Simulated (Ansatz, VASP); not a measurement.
## Be in VASP and in Ansatz

```
Be
1.0
     2.24244    0.00000    0.00000
    -1.12122    1.94201    0.00000
     0.00000    0.00000    3.63275
Be
2
Cartesian
  0.0000 1.2947 0.9082
  1.1212 0.6473 2.7246
```

Alike in both runs: task single point; functional PBEsol; k mesh 15 × 15 × 8; occupations fermi-dirac, width 0.05 eV; no spin polarisation.

```csv
,VASP,Ansatz
version,VASP 6.6.1,Ansatz 0.2.0
potentials or method,"VASP PAW PBE potentials, release 64 (Be), cutoff 520 eV","all-electron LAPW, scalar-relativistic"
```

```tsv
	VASP	Ansatz	Ansatz less VASP
pressure (GPa)	-1.0	-1.5	-0.46
traceless stress, the component that is largest in VASP (GPa)	-5.68	-5.72	-0.037
```

VASP's potentials were made for PBE, not for PBEsol. Ansatz ran all-electron here, and VASP with PAW potentials.
